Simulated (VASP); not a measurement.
# TiSe2 in VASP: further runs

TiSe2 is run at these levels: PBE; tasks: single point.

All numbers are computed with VASP 6.6.1; they aren't measurements. Logs are shortened: lines on timing, memory, paths and dates and some standing lists are left out, and cuts for length are marked.

## 1. The cell of the first run

The cell holds a slab with vacuum, 3 atoms: a = 3.536 Å, b = 3.536 Å, c = 18.064 Å, α = 90.00°, β = 90.00°, γ = 120.00°.

## 2. Single point, PBE

The input, INCAR:

```
SYSTEM = TiSe2
ALGO = Normal
EDIFF = 1E-6
ENCUT = 400
GGA = PE
GGA_COMPAT = .FALSE.
ISIF = 2
ISMEAR = 0
LASPH = .TRUE.
LCHARG = .TRUE.
LELF = .TRUE.
LREAL = .FALSE.
LVHAR = .TRUE.
LWAVE = .FALSE.
NBANDS = 19
NELM = 120
NELMDL = -8
PREC = Accurate
SIGMA = 0.02
```

The input, KPOINTS:

```
k-points
0
G
  17 17 1
  0 0 0
```

The input, POSCAR:

```
TiSe2
1.0
    3.5360000000      0.0000000000      0.0000000000
   -1.7680000000      3.0622658278      0.0000000000
    0.0000000000      0.0000000000     18.0644416000
Se Ti
2 1
Direct
    0.6666666700      0.3333333300      0.4151802800
    0.3333333300      0.6666666700      0.5848197200
    0.0000000000      0.0000000000      0.5005535737
```

Potentials or basis: VASP PAW PBE potentials, release 64 (Se, Ti_sv).

Command:

```bash
> cat potpaw_PBE.64/Se/POTCAR potpaw_PBE.64/Ti_sv/POTCAR > POTCAR
> mpirun -np 1 vasp_std > vasp.out
```

OUTCAR:

```text
SYSTEM = TiSe2
   EDIFF = 1E-6
   ENCUT = 400
   GGA = PE
   ISIF = 2
   ISMEAR = 0
   LASPH = .TRUE.
   LREAL = .FALSE.
   NELM = 120
   NELMDL = -8
   PREC = Accurate

 ion  position               nearest neighbor table
   1  0.667  0.333  0.415-   3 2.56   3 2.56   3 2.56
   2  0.333  0.667  0.585-   3 2.55   3 2.55   3 2.55
   3  0.000  0.000  0.501-   2 2.55   2 2.55   2 2.55   1 2.56   1 2.56   1 2.56

  LATTYP: Found a hexagonal cell.
 ALAT       =     3.5360000000
 C/A-ratio  =     5.1087221719

  Lattice vectors:

 A1 = (   3.5360000000,   0.0000000000,   0.0000000000)
 A2 = (  -1.7680000000,   3.0622658278,   0.0000000000)
 A3 = (   0.0000000000,   0.0000000000,  18.0644416000)

Analysis of symmetry for initial positions (statically):
=====================================================================
 Subroutine PRICEL returns:
 Original cell was already a primitive cell.

 Routine SETGRP: Setting up the symmetry group for a
 hexagonal supercell.

 Subroutine GETGRP returns: Found  6 space group operations
 (whereof  6 operations were pure point group operations)
 out of a pool of 24 trial point group operations.

The static configuration has the point symmetry C_3v.

Analysis of symmetry for dynamics (positions and initial velocities):
=====================================================================
 Subroutine PRICEL returns:
 Original cell was already a primitive cell.

 Routine SETGRP: Setting up the symmetry group for a
 hexagonal supercell.

 Subroutine GETGRP returns: Found  6 space group operations
 (whereof  6 operations were pure point group operations)
 out of a pool of 24 trial point group operations.

The dynamic configuration has the point symmetry C_3v.

 Subroutine INISYM returns: Found  6 space group operations
 (whereof  6 operations are pure point group operations),
 and found     1 'primitive' translations

----------------------------------------------------------------------------------------

                                     Primitive cell

  volume of cell :     195.6049

  direct lattice vectors                    reciprocal lattice vectors
     3.536000000  0.000000000  0.000000000     0.282805430  0.163277791  0.000000000
    -1.768000000  3.062265828  0.000000000     0.000000000  0.326555582  0.000000000
     0.000000000  0.000000000 18.064441600     0.000000000  0.000000000  0.055357371

  length of vectors
     3.536000000  3.536000000 18.064441600     0.326555582  0.326555582  0.055357371

  position of ions in fractional coordinates (direct lattice)
     0.666666670  0.333333330  0.415180280
     0.333333330  0.666666670  0.584819720
     0.000000000  0.000000000  0.500553574

  ion indices of the primitive-cell ions
   primitive index   ion index
                 1           1
                 2           2
                 3           3

----------------------------------------------------------------------------------------

 KPOINTS: k-points

Automatic generation of k-mesh.
 Grid dimensions read from file:
 generate k-points for:   17   17    1

 Generating k-lattice:

  Cartesian coordinates                     Fractional coordinates (reciprocal lattice)
     0.016635614  0.009604576  0.000000000     0.058823529  0.000000000  0.000000000
     0.000000000  0.019209152  0.000000000     0.000000000  0.058823529  0.000000000
     0.000000000  0.000000000  0.055357371     0.000000000  0.000000000  1.000000000

  Length of vectors
     0.019209152  0.019209152  0.055357371

  Shift w.r.t. Gamma in fractional coordinates (k-lattice)
     0.000000000  0.000000000  0.000000000

 Subroutine IBZKPT returns following result:
 ===========================================

 Found     33 irreducible k-points:

 Following reciprocal coordinates:
            Coordinates               Weight
  0.000000  0.000000  0.000000      1.000000
  0.058824 -0.000000  0.000000      6.000000
  0.117647 -0.000000  0.000000      6.000000
  0.176471 -0.000000  0.000000      6.000000
  0.235294 -0.000000  0.000000      6.000000
  0.294118 -0.000000  0.000000      6.000000
[... 16 lines left out ...]
  0.411765  0.117647  0.000000     12.000000
  0.176471  0.176471  0.000000      6.000000
 [... further k-points ...]
   k-points           NKPTS =     33   k-points in BZ     NKDIM =     33   number of bands    NBANDS=     19
   number of dos      NEDOS =    301   number of ions     NIONS =      3
   total plane-waves  NPLWV =  69120
   dimension x,y,z NGX =    24 NGY =   24 NGZ =  120
   dimension x,y,z NGXF=    48 NGYF=   48 NGZF=  240
   ions per type =               2   1
   NGX,Y,Z   is equivalent  to a cutoff of  11.28, 11.28, 11.04 a.u.
   NGXF,Y,Z  is equivalent  to a cutoff of  22.57, 22.57, 22.09 a.u.
 SYSTEM =  TiSe2
   PREC   = accura    normal or accurate (medium, high low for compatibility)
   ISTART =      0    job   : 0-new  1-cont  2-samecut
   ICHARG =      2    charge: 1-file 2-atom 10-const
   ISPIN  =      1    spin polarized calculation?
   LNONCOLLINEAR =      F non collinear calculations
   LSORBIT =      F    spin-orbit coupling
   LASPH  =      T    aspherical Exc in radial PAW
   ENCUT  =  400.0 eV  29.40 Ry    5.42 a.u.   5.77  5.77 29.46*2*pi/ulx,y,z
   NELM   =    120;   NELMIN=  2; NELMDL= -8     # of ELM steps
   EDIFF  = 0.1E-05   stopping-criterion for ELM
   LREAL  =      F    real-space projection
   EDIFFG = 0.1E-04   stopping-criterion for IOM
   NSW    =      0    number of steps for IOM
   IBRION =     -1    ionic relax: 0-MD 1-quasi-New 2-CG
   NFREE  =      0    steps in history (QN), initial steepest desc. (CG)
   ISIF   =      2    stress and relaxation
   ISYM   =      2    0-nonsym 1-usesym 2-fastsym
   POTIM  = 0.5000    time-step for ionic-motion
   TEBEG  =    0.0;   TEEND  =   0.0 temperature during run
   PSTRESS=    0.0 pullay stress
   NELECT =      24.0000    total number of electrons
   NUPDOWN=      -1.0000    fix difference up-down
   EMIN   =  10.00;   EMAX   =-10.00  energy-range for DOS
   EFERMI =   0.00;   METHOD = LEGACY
   ISMEAR =     0;   SIGMA  =   0.02  broadening in eV -4-tet -1-fermi 0-gaus
   EFERMI_NEDOS =   21; number of points for ismear=-14 and -15
   IALGO  =     38    algorithm
   IMIX   =      4    mixing-type and parameters
     AMIX     =   0.40;   BMIX     =  1.00
     AMIX_MAG =   1.60;   BMIX_MAG =  1.00
  volume/ion in A,a.u.               =      65.20       440.00
  Fermi-wavevector in a.u.,A,eV,Ry     =   0.813490  1.537272  9.003864  0.661765
  Thomas-Fermi vector in A             =   1.923224
   LORBIT       =      0    0 simple, 1 ext, 2 COOP (PROOUT), +10 PAW based schemes
   GGA     = PE    functional components
   LHFCALC =     F    Hartree Fock is set to
   AEXX    =    0.0000 exact exchange contribution
   IVDW    =     0    specifies the selected vdW correction
   LEPSILON=     F    determine dielectric tensor
   LRPA    =     F    only Hartree local field effects (RPA)
 non-spin polarized calculation
 Gauss-broadening in eV      SIGMA  =   0.02
  energy-cutoff  :      400.00
  volume of cell :      195.60
 maximum number of plane-waves:      3596
 NGX is ok and might be reduce to    24
   NGX = 11   NGY = 11   NGZ = 59

 number of electron      24.0000011 magnetization

 Free energy of the ion-electron system (eV)
  ---------------------------------------------------
  ext. energy  EPLUGINS =         0.00000000
  ---------------------------------------------------
  free energy    TOTEN  =       -18.18730668 eV

  energy without entropy =      -18.18707574  energy(sigma->0) =      -18.18719121

 E-fermi :  -1.9552     XC(G=0):  -3.9131

 val. band max:       -1.9886940933   @ k =   0.4706  -0.0000   0.0000
 cond. band min:      -1.9494748208   @ k =   0.4118  -0.0000   0.0000
 fundamental gap:      0.0392192725
 Fermi energy:        -1.9552376776

 k-point     1 :       0.0000    0.0000    0.0000
  band No.  band energies     occupation
      1     -59.6227      2.00000
      2     -35.8553      2.00000
      3     -35.8394      2.00000
      4     -35.8394      2.00000
      5     -15.6372      2.00000
      6     -14.6820      2.00000
[... 11 lines left out ...]
     18       2.6146      0.00000
     19       3.1192      0.00000

 k-point     2 :       0.0588   -0.0000    0.0000
  band No.  band energies     occupation
      1     -59.6226      2.00000
      2     -35.8547      2.00000
      3     -35.8424      2.00000
      4     -35.8401      2.00000
      5     -15.6008      2.00000
      6     -14.6655      2.00000
[... 11 lines left out ...]
     18       2.7080      0.00000
     19       3.1763      0.00000

 k-point     3 :       0.1176   -0.0000    0.0000
  band No.  band energies     occupation
      1     -59.6220      2.00000
      2     -35.8529      2.00000
      3     -35.8508      2.00000
      4     -35.8420      2.00000
      5     -15.4938      2.00000
      6     -14.6178      2.00000
[... 11 lines left out ...]
     18       2.9402      0.00000
     19       3.3405      0.00000

 k-point     4 :       0.1765   -0.0000    0.0000
  band No.  band energies     occupation
      1     -59.6208      2.00000
      2     -35.8638      2.00000
      3     -35.8500      2.00000
      4     -35.8449      2.00000
      5     -15.3240      2.00000
      6     -14.5436      2.00000
[... 407 lines left out ...]
     18       4.1331      0.00000
     19       4.8319      0.00000

 k-point    23 :       0.4118    0.1176    0.0000
  band No.  band energies     occupation
      1     -59.6152      2.00000
      2     -35.9222      2.00000
      3     -35.8663      2.00000
      4     -35.8359      2.00000
      5     -14.2457      2.00000
      6     -14.1349      2.00000
[... 11 lines left out ...]
     18       4.1913      0.00000
     19       4.4531      0.00000

 k-point    24 :       0.1765    0.1765    0.0000
  band No.  band energies     occupation
      1     -59.6178      2.00000
      2     -35.8935      2.00000
      3     -35.8583      2.00000
      4     -35.8423      2.00000
      5     -14.8033      2.00000
      6     -14.3296      2.00000
[... 11 lines left out ...]
     18       4.1943      0.00000
     19       4.3398      0.00000

 [... further k-points ...]

------------------------ aborting loop because EDIFF is reached ----------------------------------------

  FORCE on cell =-STRESS in cart. coord.  units (eV):
  Direction    XX          YY          ZZ          XY          YZ          ZX
  --------------------------------------------------------------------------------------
  -------------------------------------------------------------------------------------
  Total        0.2751230      0.2751230      0.5882569      0.0000000     -0.0000000      0.0000000
  in kB        2.2535011      2.2535011      4.8183456      0.0000000     -0.0000000      0.0000000
  external PRESSURE =       3.1084493 kB  Pullay stress =       0.0000000 kB

 VOLUME and BASIS-vectors are now :
 -----------------------------------------------------------------------------
  energy-cutoff  :      400.00
  volume of cell :      195.60
      direct lattice vectors                 reciprocal lattice vectors
     3.536000000  0.000000000  0.000000000     0.282805430  0.163277791  0.000000000
    -1.768000000  3.062265828  0.000000000     0.000000000  0.326555582  0.000000000
     0.000000000  0.000000000 18.064441600     0.000000000  0.000000000  0.055357371

 POSITION                                       TOTAL-FORCE (eV/Angst)
 -----------------------------------------------------------------------------------
      1.76800      1.02076      7.50000         0.000000      0.000000     -0.162667
     -0.00000      2.04151     10.56444        -0.000000     -0.000000      0.282771
      0.00000      0.00000      9.04222         0.000000      0.000000     -0.120104
 -----------------------------------------------------------------------------------
    total drift:                                0.000000      0.000000     -0.000001

  FREE ENERGIE OF THE ION-ELECTRON SYSTEM (eV)
  ---------------------------------------------------
  free  energy   TOTEN  =       -18.1873066753 eV

  energy  without entropy=      -18.1870757445  energy(sigma->0) =      -18.18719121
```

It took 2 min on 1 thread of Intel Xeon 8259CL, shared host; peak memory 0.29 GiB.

What came out:

| Quantity | Value |
| --- | --- |
| Free energy | -18.1873 eV |
| Largest force | 0.283 eV/Å |
| Band gap on the k mesh | zero (bands 12 and 13 overlap by 0.45 eV) |

Forces in eV/Å, atoms in the order of the input:
```
Se   0.000  0.000 -0.163
Se   0.000  0.000  0.283
Ti   0.000  0.000 -0.120
```

Levels at points of the mesh, in eV from the Fermi level:
```
           k point  band 10  band 11  band 12  band 13  band 14  band 15
(0.00, 0.00, 0.00)    -1.40     0.42     0.42     0.44     0.44     0.82
```

Caveat: there is no dipole correction, which matters where the two faces differ.

[end of part 1 of 2]

The gap in the log of VASP goes by the Fermi energy; the results here count the filled bands.